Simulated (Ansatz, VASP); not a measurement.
One calculation of BaTiO3, two programs

File INCAR:

```
SYSTEM = BaTiO3
ALGO = Normal
EDIFF = 1E-6
ENCUT = 520
GGA = PE
ISIF = 2
ISMEAR = -1
LASPH = .TRUE.
LCHARG = .FALSE.
LREAL = .FALSE.
LWAVE = .FALSE.
NBANDS = 28
NELM = 100
PREC = Accurate
SIGMA = 0.05
```

File KPOINTS:

```
k-points
0
G
  6 6 6
  0 0 0
```

File POSCAR:

```
BaTiO3
1.0
    4.0652100000      0.0000000000      0.0000000000
    0.0000000000      2.8936380000      2.8451500000
    0.0000000000     -2.8936380000      2.8451500000
Ba Ti O
1 1 3
Direct
    0.0000000000      0.0000000000      0.0000000000
    0.5000000000      0.5124000000      0.5124000000
    0.5000000000      0.9918400000      0.5052400000
    0.5000000000      0.5052400000      0.9918400000
    0.0000000000      0.4874000000      0.4874000000
```

input.yaml

```yaml
crystal:
  lattice:
    - [4.06521, 0.0, 0.0]
    - [0.0, 2.893638, 2.84515]
    - [0.0, -2.893638, 2.84515]
  atoms:
    - { symbol: Ba, position: [0.0, 0.0, 0.0] }
    - { symbol: Ti, position: [0.5, 0.5124, 0.5124] }
    - { symbol: O, position: [0.5, 0.99184, 0.50524] }
    - { symbol: O, position: [0.5, 0.50524, 0.99184] }
    - { symbol: O, position: [0.0, 0.4874, 0.4874] }
hamiltonian:
  xc: pbe
  pseudopotentials: { kind: paw }
kpoints:
  mp_grid: { grid: [6, 6, 6] }
scf:
  occupations: { method: fermi_dirac, width: 0.05 }
output:
  forces: true
  stress: true
  eigenvalues: true
  write_density: true
  write_potential: true
  elf: true
  volumetric_format: npy
```

Alike in both runs: task single point; functional PBE; k mesh 6 × 6 × 6; occupations fermi-dirac, width 0.05 eV; no spin polarisation.

|  | VASP | Ansatz |
| --- | --- | --- |
| version | VASP 6.6.1 | Ansatz 0.2.0 |
| potentials or method | VASP PAW PBE potentials, release 64 (Ba_sv, Ti_sv, O) | Ansatz PAW |
| plane-wave cutoff (eV) | 520 | 420 |
| valence electrons in the cell | 40 | 40 |

```tsv
	VASP	Ansatz	Ansatz less VASP
gap on the k mesh at the Fermi level (eV)	1.78	1.84	+0.055
least direct gap on the mesh (eV)	2.02	2.04	+0.021
pressure (GPa)	-2.4	-3.9	-1.52
traceless stress, the component that is largest in VASP (GPa)	2.43	2.35	-0.083
rms of the force components (eV/Å)	0.166	0.174	+0.0083
```

Atom by atom the forces differ by 0.014 eV/Å (rms over components). The functional is the same, so the differences come from potentials, cutoffs and numerics.

Neither program's run includes spin-orbit coupling.
